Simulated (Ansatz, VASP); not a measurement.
**HfN: VASP beside Ansatz**

Contents of INCAR:

```
SYSTEM = HfN
PREC = Accurate
ENCUT = 600
EDIFF = 1E-6
ISMEAR = 1
SIGMA = 0.05
LREAL = .FALSE.
LASPH = .TRUE.
NELM = 120
ALGO = Normal
ISIF = 2
LWAVE = .FALSE.
LCHARG = .FALSE.
GGA = CA
NBANDS = 14
GGA_COMPAT = .FALSE.
```

The input KPOINTS:

```
Automatic mesh
0
G
  6 6 6
  0 0 0
```

File POSCAR:

```
HfN
1.0
    0.0000000000      2.4135700516      2.4135700516
    2.4135700516      0.0000000000      2.4135700516
    2.4135700516      2.4135700516      0.0000000000
Hf N
1 1
Direct
    0.0000000000      0.0000000000      0.0000000000
    0.7500000000      0.7500000000      0.7500000000
```

Input for Ansatz:

```yaml
crystal:
  lattice:
    - [-7.085292337705782e-18, 2.4135700515782847, 2.4135700515782847]
    - [2.4135700515782847, -4.7159951322481785e-18, 2.4135700515782847]
    - [2.4135700515782847, 2.4135700515782847, -4.468898715268948e-18]
  atoms:
    - { symbol: Hf, position: [1.719373875023131e-18, 4.333614534988509e-20, -1.3382508847109567e-18] }
    - { symbol: "N", position: [0.75, 0.75, 0.75] }
kpoints:
  mp_grid:
    grid: [6, 6, 6]
hamiltonian:
  xc: lda
scf:
  occupations:
    method: cold
    width: 0.05
output:
  forces: true
  stress: true
```

Alike in both runs: task single point; functional LDA; k mesh 6 × 6 × 6; no spin polarisation.

|  | VASP | Ansatz |
| --- | --- | --- |
| version | VASP 6.6.1 | Ansatz 0.2.0 |
| potentials or method | VASP PAW LDA potentials, release 64 (Hf_pv, N) | plane waves, PAW |
| plane-wave cutoff (eV) | 600 | 420 |
| occupations | methfessel-paxton of order 1, width 0.05 eV | cold, width 0.05 eV |
| valence electrons in the cell | 15 | 31 |

VASP gave:

```
pressure (GPa) : 0.1
```

Question: What did Ansatz give for the same quantities?

Answer: Pressure (GPa): 0.3.

LDA's correlation is that of Perdew and Zunger in VASP and of Perdew and Wang (1992) in Ansatz. VASP's potentials hold 15 valence electrons a cell and Ansatz's 31, so a difference there can come from the potentials and not from the codes.

The k mesh is coarse, so the values compare programs but aren't converged. Spin-orbit coupling is off throughout.
